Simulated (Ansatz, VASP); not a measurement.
Hf4Cl in VASP and in Ansatz

The input INCAR:

```
SYSTEM = Hf4Cl
ALGO     = Normal         ! electronic algorithm
EDIFF    = 1E-7           ! SCF threshold, eV
ENCUT    = 520            ! plane-wave cutoff, eV
GGA      = PE             ! functional
ISIF     = 2              ! what is computed and relaxed
ISMEAR   = 0              ! smearing method
LASPH    = .TRUE.         ! aspherical terms in the spheres
LCHARG   = .FALSE.        ! write CHGCAR
LREAL    = .FALSE.        ! projectors in reciprocal space
LWAVE    = .FALSE.        ! write WAVECAR
NBANDS   = 32             ! bands
NELM     = 100            ! most SCF steps
PREC     = Accurate       ! precision mode
SIGMA    = 0.1            ! smearing width, eV
```

File KPOINTS:

```
k-points
0
G
  6 6 4
  0 0 0
```

File POSCAR:

```
Hf4Cl
1.0
    5.6337705600      0.0000000000      0.0000000000
   -2.8168852800      4.8789884200      0.0000000000
    0.0000000000      0.0000000000      4.6377749000
Hf Cl
4 1
Direct
    0.5000000000      0.0000000000      0.0000000000
    0.0000000000      0.5000000000      0.0000000000
    0.5000000000      0.5000000000      0.0000000000
    0.0000000000      0.0000000000      0.5000000000
    0.0000000000      0.0000000000      0.0000000000
```

Input for Ansatz:

```yaml
crystal:
  lattice:
    - [5.63377056, 0.0, 0.0]
    - [-2.81688528, 4.87898842, 0.0]
    - [0.0, 0.0, 4.6377749]
  atoms:
    - { symbol: Hf, position: [0.5, 0.0, 0.0] }
    - { symbol: Hf, position: [0.0, 0.5, 0.0] }
    - { symbol: Hf, position: [0.5, 0.5, 0.0] }
    - { symbol: Hf, position: [0.0, 0.0, 0.5] }
    - { symbol: Cl, position: [0.0, 0.0, 0.0] }
basis:
  ecutwfc: 420
kpoints:
  mp_grid: { grid: [6, 6, 4] }
hamiltonian:
  xc: pbe
scf:
  occupations: { method: gaussian, width: 0.1 }
  lower_state_search: "off"
output:
  forces: true
  stress: true
  eigenvalues: true
```

Alike in both runs: task single point; functional PBE; k mesh 6 × 6 × 4; occupations gaussian, width 0.1 eV; no spin polarisation.

|  | VASP | Ansatz |
| --- | --- | --- |
| version | VASP 6.6.1 | Ansatz 0.2.0 |
| potentials or method | VASP PAW PBE potentials, release 64 (Hf_pv, Cl), cutoff 520 eV | scalar-relativistic, plane waves, PAW |
| valence electrons in the cell | 47 | 111 |

```csv
,VASP,Ansatz,Ansatz less VASP
gap on the k mesh at the Fermi level (eV),none,none,-
pressure (GPa),-0.1,0.2,+0.31
"traceless stress, the component that is largest in VASP (GPa)",-3.89,-4.04,-0.150
```

A gap of «none» marks a metal or a gap that the smearing closes. With one functional, cell and mesh, what is left measures potentials, basis and numerics. VASP's potentials hold 47 valence electrons a cell and Ansatz's 111, so a difference there can come from the potentials and not from the codes.

Neither program's run includes spin-orbit coupling.
